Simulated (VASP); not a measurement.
Write the native input for VASP 6.6.1 that does the following.

```
Task                   : single point
Functional             : PBEsol
Potentials or basis    : VASP PAW PBE potentials, release 64 (Zr_sv)
Cutoff                 : 520 eV
k mesh                 : 21 × 21 × 21
Occupations            : fermi-dirac, width 0.1 eV
Spin                   : no spin polarisation
Dipole correction      : no
Further INCAR settings : ALGO = Normal; EDIFF = 1e-06; NBANDS = 12
```

The structure of Zr lies in POSCAR:

```
Zr
1.0
   -1.7630477005      1.7630477005      1.7630477005
    1.7630477005     -1.7630477005      1.7630477005
    1.7630477005      1.7630477005     -1.7630477005
Zr
1
Direct
    0.0000000000      0.0000000000      0.0000000000
```

One way to write it, as run:

INCAR

```
SYSTEM = Zr
ALGO = Normal
EDIFF = 1E-6
ENCUT = 520
GGA = PS
ISIF = 2
ISMEAR = -1
LASPH = .TRUE.
LCHARG = .FALSE.
LREAL = .FALSE.
LWAVE = .FALSE.
NBANDS = 12
NELM = 60
PREC = Accurate
SIGMA = 0.1
```

KPOINTS

```
k-points
0
G
  21 21 21
  0 0 0
```

Potentials or basis: VASP PAW PBE potentials, release 64 (Zr_sv).

Launch:

```bash
$ cat potpaw_PBE.64/Zr_sv/POTCAR > POTCAR
$ mpirun -np 1 vasp_std > vasp.out
```

Results of the run:

The pressure is -0.1 GPa and the band gap on the k mesh is zero (band 6 reaches 10.40 eV, above the bottom of band 7 at 8.48 eV).

Caveat: the PAW data sets were made with another functional, which shifts forces and pressure a little.

Run time: 18 s on 1 thread of Intel(R) Xeon(R) 6975P-C (Granite Rapids), on a shared host, peak memory 0.19 GiB.
